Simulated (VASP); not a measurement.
B: single point with PBE

The system is B.

```
CELL_PARAMETERS angstrom
4.16600 0.00000 0.00000
-2.08300 3.60786 0.00000
0.00000 0.00000 3.15388
ATOMIC_POSITIONS crystal
B 0.99782 0.41989 0.74997
B 0.99782 0.57793 0.25003
B 0.42207 0.00218 0.41664
B 0.42207 0.41989 0.58336
B 0.58011 0.00218 0.91669
B 0.58011 0.57793 0.08331
```

* Program: VASP 6.6.1
* Task: single point
* Functional: PBE
* Potentials or basis: VASP PAW PBE potentials, release 64 (B)
* Cutoff: 520 eV
* k mesh: 6 × 6 × 4
* Occupations: gaussian, width 0.1 eV
* Spin: no spin polarisation

```json
{
  "Pressure": "0.1 GPa",
  "Largest force": "0.040 eV/Å",
  "Band gap on the k mesh": "zero (band 9 reaches 6.49 eV, above the bottom of band 10 at 2.82 eV)"
}
```

Forces in eV/Å, atoms in the order of the input:
```
B    0.022  0.004 -0.033
B    0.015  0.017  0.033
B   -0.007 -0.021 -0.033
B   -0.022  0.004  0.033
B    0.007 -0.021  0.033
B   -0.015  0.017 -0.033
```

Levels at points of the mesh, in eV from the Fermi level:
```csv
k point,band 7,band 8,band 9,band 10,band 11,band 12
"(0.00, 0.00, 0.00)",-4.04,-4.04,-0.72,-0.41,3.59,3.59
"(0.50, 0.00, 0.00)",-2.46,-0.13,0.35,0.41,1.45,3.37
"(0.00, 0.00, 0.50)",-3.00,-3.00,-2.80,-2.80,-2.41,-2.30
"(0.50, 0.00, 0.50)",-4.18,-4.18,0.87,0.96,1.99,2.06
```

It took 8.8 s on 1 thread of Intel(R) Xeon(R) 6975P-C (Granite Rapids) (shared host), peak memory 0.15 GiB.

Caveat: the k points lie up to 0.50 Å⁻¹ apart.
